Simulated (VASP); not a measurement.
# AlN in VASP: a series of runs

Runs on AlN. Level: PBE. Tasks: single point.

Program: VASP 6.6.1. These are calculated values, not measurements. Logs are shortened: lines on timing, memory, paths and dates and some standing lists are left out, and cuts for length are marked.

## (1) The cell of the first run

Symmetry: Fm-3m, No. 225, cubic system. The conventional cell has a = 4.038 Å, b = 4.038 Å, c = 4.038 Å, α = 90.00°, β = 90.00°, γ = 90.00°. Al (site symmetry m-3m) has 6 N at 2.02 Å within 2.7 Å. Within 2.7 Å of N (site symmetry m-3m) lie 6 Al at 2.02 Å.

## (2) Single point, PBE

INCAR

```
SYSTEM = AlN
PREC     = Accurate       ! precision mode
ENCUT    = 520            ! plane-wave cutoff, eV
EDIFF    = 1E-6           ! SCF threshold, eV
ISMEAR   = 0              ! smearing method
SIGMA    = 0.01           ! smearing width, eV
LREAL    = .False.        ! projectors in reciprocal space
LASPH    = .True.         ! aspherical terms in the spheres
NELM     = 100            ! most SCF steps
ALGO     = Normal         ! electronic algorithm
ISIF     = 2              ! what is computed and relaxed
LWAVE    = .False.        ! write WAVECAR
LCHARG   = .False.        ! write CHGCAR
GGA      = PE             ! functional
NBANDS   = 11             ! bands
```

KPOINTS

```
Automatic mesh
0
Gamma
  6 6 6
  0 0 0
```

POSCAR

```
AlN
1.0
    0.0000000000      2.0188684521      2.0188684521
    2.0188684521      0.0000000000      2.0188684521
    2.0188684521      2.0188684521      0.0000000000
Al N
1 1
Direct
    0.0000000000      0.0000000000      0.0000000000
    0.5000000000      0.5000000000      0.5000000000
```

Potentials or basis: VASP PAW PBE potentials, release 64 (Al, N).

On the command line:

```sh
cat potpaw_PBE.64/Al/POTCAR potpaw_PBE.64/N/POTCAR > POTCAR
mpirun -np 1 vasp_std > vasp.out
```

OUTCAR:

```text
SYSTEM = AlN
   PREC = Accurate
   ENCUT = 520
   EDIFF = 1E-6
   ISMEAR = 0
   LREAL = .False.
   LASPH = .True.
   NELM = 100
   ISIF = 2
   GGA = PE

 ion  position               nearest neighbor table
   1  0.000  0.000  0.000-   2 2.02   2 2.02   2 2.02   2 2.02   2 2.02   2 2.02
   2  0.500  0.500  0.500-   1 2.02   1 2.02   1 2.02   1 2.02   1 2.02   1 2.02

  LATTYP: Found a face centered cubic cell.
 ALAT       =     4.0377369042

  Lattice vectors:

 A1 = (   0.0000000000,   2.0188684521,   2.0188684521)
 A2 = (   2.0188684521,   0.0000000000,   2.0188684521)
 A3 = (   2.0188684521,   2.0188684521,   0.0000000000)

Analysis of symmetry for initial positions (statically):
=====================================================================
 Subroutine PRICEL returns:
 Original cell was already a primitive cell.

 Routine SETGRP: Setting up the symmetry group for a
 face centered cubic supercell.

 Subroutine GETGRP returns: Found 48 space group operations
 (whereof 48 operations were pure point group operations)
 out of a pool of 48 trial point group operations.

The static configuration has the point symmetry O_h .

Analysis of symmetry for dynamics (positions and initial velocities):
=====================================================================
 Subroutine PRICEL returns:
 Original cell was already a primitive cell.

 Routine SETGRP: Setting up the symmetry group for a
 face centered cubic supercell.

 Subroutine GETGRP returns: Found 48 space group operations
 (whereof 48 operations were pure point group operations)
 out of a pool of 48 trial point group operations.

The dynamic configuration has the point symmetry O_h .

 Subroutine INISYM returns: Found 48 space group operations
 (whereof 48 operations are pure point group operations),
 and found     1 'primitive' translations

----------------------------------------------------------------------------------------

                                     Primitive cell

  volume of cell :      16.4571

  direct lattice vectors                    reciprocal lattice vectors
     0.000000000  2.018868452  2.018868452    -0.247663487  0.247663487  0.247663487
     2.018868452  0.000000000  2.018868452     0.247663487 -0.247663487  0.247663487
     2.018868452  2.018868452  0.000000000     0.247663487  0.247663487 -0.247663487

  length of vectors
     2.855111146  2.855111146  2.855111146     0.428965742  0.428965742  0.428965742

  position of ions in fractional coordinates (direct lattice)
     0.000000000  0.000000000  0.000000000
     0.500000000  0.500000000  0.500000000
[... 78 lines left out ...]
   PSTRESS=    0.0 pullay stress
   NELECT =       8.0000    total number of electrons
   NUPDOWN=      -1.0000    fix difference up-down
   EMIN   =  10.00;   EMAX   =-10.00  energy-range for DOS
   EFERMI =   0.00;   METHOD = LEGACY
   ISMEAR =     0;   SIGMA  =   0.01  broadening in eV -4-tet -1-fermi 0-gaus
   EFERMI_NEDOS =   21; number of points for ismear=-14 and -15
   IALGO  =     38    algorithm
   IMIX   =      4    mixing-type and parameters
     AMIX     =   0.40;   BMIX     =  1.00
     AMIX_MAG =   1.60;   BMIX_MAG =  1.00
  volume/ion in A,a.u.               =       8.23        55.53
  Fermi-wavevector in a.u.,A,eV,Ry     =   1.287222  2.432497 22.544046  1.656941
  Thomas-Fermi vector in A             =   2.419249
   LORBIT       =      0    0 simple, 1 ext, 2 COOP (PROOUT), +10 PAW based schemes
   GGA     = PE    functional components
   LHFCALC =     F    Hartree Fock is set to
   AEXX    =    0.0000 exact exchange contribution
   IVDW    =     0    specifies the selected vdW correction
   LEPSILON=     F    determine dielectric tensor
   LRPA    =     F    only Hartree local field effects (RPA)
 non-spin polarized calculation
 Gauss-broadening in eV      SIGMA  =   0.01
  energy-cutoff  :      520.00
  volume of cell :       16.46
 maximum number of plane-waves:       459
 NGX is ok and might be reduce to    24
   NGX = 11   NGY = 11   NGZ = 11

 number of electron       7.9999999 magnetization

 Free energy of the ion-electron system (eV)
  ---------------------------------------------------
  ext. energy  EPLUGINS =         0.00000000
  ---------------------------------------------------
  free energy    TOTEN  =       -14.53321942 eV

  energy without entropy =      -14.53321942  energy(sigma->0) =      -14.53321942

 E-fermi :  10.1739     XC(G=0): -12.3037

 val. band max:       10.0213683334   @ k =   0.0000   0.0000   0.0000
 cond. band min:      14.6623308450   @ k =   0.5000   0.5000   0.0000
 fundamental gap:      4.6409625116
 Fermi energy:        10.1738919237

 k-point     1 :       0.0000    0.0000    0.0000
  band No.  band energies     occupation
      1      -7.5704      2.00000
      2      10.0214      2.00000
      3      10.0214      2.00000
      4      10.0214      2.00000
      5      15.7579      0.00000
      6      22.1974      0.00000
      7      22.1974      0.00000
      8      22.1974      0.00000
      9      27.3495      0.00000
     10      27.8367      0.00000
     11      27.8367      0.00000
[... 197 lines left out ...]
 k-point    16 :      -0.3333    0.5000    0.1667
  band No.  band energies     occupation
      1      -3.1856      2.00000
      2       3.3764      2.00000
      3       5.4682      2.00000
      4       6.3455      2.00000
      5      16.9994      0.00000
      6      18.3443      0.00000
      7      22.7036      0.00000
      8      23.7340      0.00000
      9      28.1043      0.00000
     10      31.7019      0.00000
     11      34.9756      0.00000

------------------------ aborting loop because EDIFF is reached ----------------------------------------

  FORCE on cell =-STRESS in cart. coord.  units (eV):
  Direction    XX          YY          ZZ          XY          YZ          ZX
  --------------------------------------------------------------------------------------
  -------------------------------------------------------------------------------------
  Total        0.6276802      0.6276802      0.6276802     -0.0000000      0.0000000      0.0000000
  in kB       61.1075619     61.1075619     61.1075619     -0.0000000      0.0000000      0.0000000
  external PRESSURE =      61.1075619 kB  Pullay stress =       0.0000000 kB

 VOLUME and BASIS-vectors are now :
 -----------------------------------------------------------------------------
  energy-cutoff  :      520.00
  volume of cell :       16.46
      direct lattice vectors                 reciprocal lattice vectors
     0.000000000  2.018868452  2.018868452    -0.247663487  0.247663487  0.247663487
     2.018868452  0.000000000  2.018868452     0.247663487 -0.247663487  0.247663487
     2.018868452  2.018868452  0.000000000     0.247663487  0.247663487 -0.247663487

 POSITION                                       TOTAL-FORCE (eV/Angst)
 -----------------------------------------------------------------------------------
      0.00000      0.00000      0.00000        -0.000000     -0.000000      0.000000
      2.01887      2.01887      2.01887         0.000000      0.000000     -0.000000
 -----------------------------------------------------------------------------------
    total drift:                               -0.000000     -0.000000      0.000000

  FREE ENERGIE OF THE ION-ELECTRON SYSTEM (eV)
  ---------------------------------------------------
  free  energy   TOTEN  =       -14.5332194184 eV

  energy  without entropy=      -14.5332194184  energy(sigma->0) =      -14.53321942
```

stdout:

```text
POSCAR found type information on POSCAR AlN
 POSCAR found :  2 types and       2 ions
 scaLAPACK will be used
 LDA part: xc-table for (Slater+PW92), standard interpolation
 POSCAR, INCAR and KPOINTS ok, starting setup
 FFT: planning ... GRIDC
 FFT: planning ... GRID_SOFT
 FFT: planning ... GRID
 WAVECAR not read
 entering main loop
```

Run time: 1.9 s. Hardware: 1 thread of Intel Xeon 6975P-C, shared host; peak memory 0.13 GiB.

Results:

* Free energy: -14.5332 eV
* Pressure: 6.1 GPa
* Band gap on the k mesh: 4.64 eV, indirect (least direct gap 5.74 eV)

Caveat: the k points lie up to 0.45 Å⁻¹ apart.

## (3) Single point, PBE (epitaxial 111 strain -4.0%)

INCAR

```
SYSTEM = AlN
  PREC = Accurate
  ENCUT = 520
  EDIFF = 1E-6
  ISMEAR = 0
  SIGMA = 0.01
  LREAL = .False.
  LASPH = .True.
  NELM = 80
  ALGO = Normal
  ISIF = 2
  LWAVE = .False.
  LCHARG = .True.
  GGA = PE
  LELF = .True.
  LVHAR = .True.
  NBANDS = 11
```

KPOINTS

```
regular mesh
0
Gamma
  6 6 6
  0 0 0
```

POSCAR

```
AlN
1.0
    0.0616615964      1.9997753105      1.9997753105
    1.9997753105      0.0616615964      1.9997753105
    1.9997753105      1.9997753105      0.0616615964
Al N
1 1
Direct
    0.0000000000      0.0000000000      0.0000000000
    0.5000000000      0.5000000000      0.5000000000
```

Potentials or basis: VASP PAW PBE potentials, release 64 (Al, N).

On the command line:

```sh
cat potpaw_PBE.64/Al/POTCAR potpaw_PBE.64/N/POTCAR > POTCAR
mpirun -np 1 vasp_std > vasp.out
```

OUTCAR:

```text
SYSTEM = AlN
   PREC = Accurate
   ENCUT = 520
   EDIFF = 1E-6
   ISMEAR = 0
   LREAL = .False.
   LASPH = .True.
   NELM = 80
   ISIF = 2
   GGA = PE

 ion  position               nearest neighbor table
   1  0.000  0.000  0.000-   2 1.97   2 1.97   2 1.97   2 1.97   2 1.97   2 1.97
   2  0.500  0.500  0.500-   1 1.97   1 1.97   1 1.97   1 1.97   1 1.97   1 1.97

  LATTYP: Found a trigonal (rhomboedric) cell.
 ALAT       =     2.8287814934
 COS(alpha) =     0.5305820364

  Lattice vectors:

 A1 = (   0.0616615964,   1.9997753105,   1.9997753105)
 A2 = (   1.9997753105,   0.0616615964,   1.9997753105)
[... 515 lines left out ...]
      8      25.9748      0.00000
      9      30.2912      0.00000
     10      33.8366      0.00000
     11      37.1066      0.00000

 [... further k-points ...]
[... 5 lines left out ...]
  --------------------------------------------------------------------------------------
  -------------------------------------------------------------------------------------
  Total        2.9132732      2.9132732      2.9132732     -1.0899785     -1.0899785     -1.0899785
  in kB      305.9691286    305.9691286    305.9691286   -114.4759626   -114.4759626   -114.4759626
  external PRESSURE =     305.9691286 kB  Pullay stress =       0.0000000 kB

 VOLUME and BASIS-vectors are now :
 -----------------------------------------------------------------------------
  energy-cutoff  :      520.00
  volume of cell :       15.26
      direct lattice vectors                 reciprocal lattice vectors
     0.061661596  1.999775311  1.999775311    -0.261899765  0.254065832  0.254065832
     1.999775311  0.061661596  1.999775311     0.254065832 -0.261899765  0.254065832
     1.999775311  1.999775311  0.061661596     0.254065832  0.254065832 -0.261899765

 POSITION                                       TOTAL-FORCE (eV/Angst)
 -----------------------------------------------------------------------------------
      0.00000      0.00000      0.00000        -0.000000      0.000000      0.000000
      2.03061      2.03061      2.03061         0.000000     -0.000000     -0.000000
 -----------------------------------------------------------------------------------
    total drift:                               -0.000000     -0.000000      0.000000

  FREE ENERGIE OF THE ION-ELECTRON SYSTEM (eV)
  ---------------------------------------------------
  free  energy   TOTEN  =       -14.3507001839 eV

  energy  without entropy=      -14.3507001839  energy(sigma->0) =      -14.35070018
```

stdout:

```text
POSCAR found type information on POSCAR AlN
 POSCAR found :  2 types and       2 ions
 scaLAPACK will be used
 LDA part: xc-table for (Slater+PW92), standard interpolation
 POSCAR, INCAR and KPOINTS ok, starting setup
 FFT: planning ... GRIDC
 FFT: planning ... GRID_SOFT
 FFT: planning ... GRID
 WAVECAR not read
 entering main loop
```

Run time: 2.8 s. Hardware: 1 thread of Intel Xeon 6975P-C, shared host; peak memory 0.13 GiB.

Results:

```
Free energy            : -14.3507 eV
Pressure               : 30.6 GPa
Band gap on the k mesh : 4.49 eV, indirect (least direct gap 6.46 eV)
```

Stress tensor (GPa, compression positive):
```
 30.60 -11.45 -11.45
-11.45  30.60 -11.45
-11.45 -11.45  30.60
```

Levels at points of the mesh, in eV from the valence-band top:
```tsv
k point	band 1	band 2	band 3	band 4	band 5	band 6	band 7	band 8	band 9
(0.00, 0.00, 0.00)	-18.55	-0.73	0.00	0.00	6.46	11.38	12.67	12.67	17.40
(0.50, 0.00, 0.00)	-14.86	-8.97	-1.82	-1.35	6.10	10.97	11.47	14.33	16.57
(0.50, 0.50, 0.00)	-13.85	-8.18	-3.59	-2.90	4.49	5.58	14.65	18.29	18.42
(0.50, 0.50, 0.50)	-15.22	-9.43	-1.12	-1.12	7.10	12.19	12.19	13.70	17.34
```

Caveat: the k points lie up to 0.47 Å⁻¹ apart; the cell differs from its parent crystal (epitaxial 111 strain -4.0%).

## (4) Single point, PBE (epitaxial 111 strain -3.0%)

INCAR

```
SYSTEM = AlN
PREC = Accurate
ENCUT = 520
EDIFF = 1E-7
ISMEAR = 0
SIGMA = 0.01
LREAL = .False.
LASPH = .True.
NELM = 100
ALGO = Normal
ISIF = 2
LWAVE = .False.
LCHARG = .True.
GGA = PE
LELF = .True.
LVHAR = .True.
NBANDS = 11
```

KPOINTS is that of step 3.

POSCAR

```
AlN
1.0
    0.0461478504      2.0044502490      2.0044502490
    2.0044502490      0.0461478504      2.0044502490
    2.0044502490      2.0044502490      0.0461478504
Al N
1 1
Direct
    0.0000000000      0.0000000000      0.0000000000
    0.5000000000      0.5000000000      0.5000000000
```

On the command line:

```sh
cat potpaw_PBE.64/Al/POTCAR potpaw_PBE.64/N/POTCAR > POTCAR
mpirun -np 1 vasp_std > vasp.out
```

Run time: 3.1 s. Hardware: 1 thread of Intel Xeon 6975P-C, shared host; peak memory 0.13 GiB.

It converged, with:

- Free energy: -14.4234 eV
- Pressure: 23.7 GPa
- Band gap on the k mesh: 4.63 eV, indirect (least direct gap 6.32 eV)

Stress tensor (GPa, compression positive):
```
23.70 -8.21 -8.21
-8.21 23.70 -8.21
-8.21 -8.21 23.70
```

Levels at points of the mesh, in eV from the valence-band top:
```tsv
k point	band 1	band 2	band 3	band 4	band 5	band 6	band 7	band 8
(0.00, 0.00, 0.00)	-18.30	-0.53	0.00	0.00	6.32	11.55	12.55	12.55
(0.50, 0.00, 0.00)	-14.72	-8.80	-1.62	-1.28	6.14	10.97	11.35	14.12
(0.50, 0.50, 0.00)	-13.71	-7.98	-3.38	-2.88	4.63	5.42	14.54	18.02
(0.50, 0.50, 0.50)	-14.98	-9.14	-1.11	-1.11	6.85	11.89	11.89	13.64
```

Caveat: the k points lie up to 0.46 Å⁻¹ apart; the cell differs from its parent crystal (epitaxial 111 strain -3.0%). A k mesh can miss the band edges.

(Part 1 of 3 ends here.)
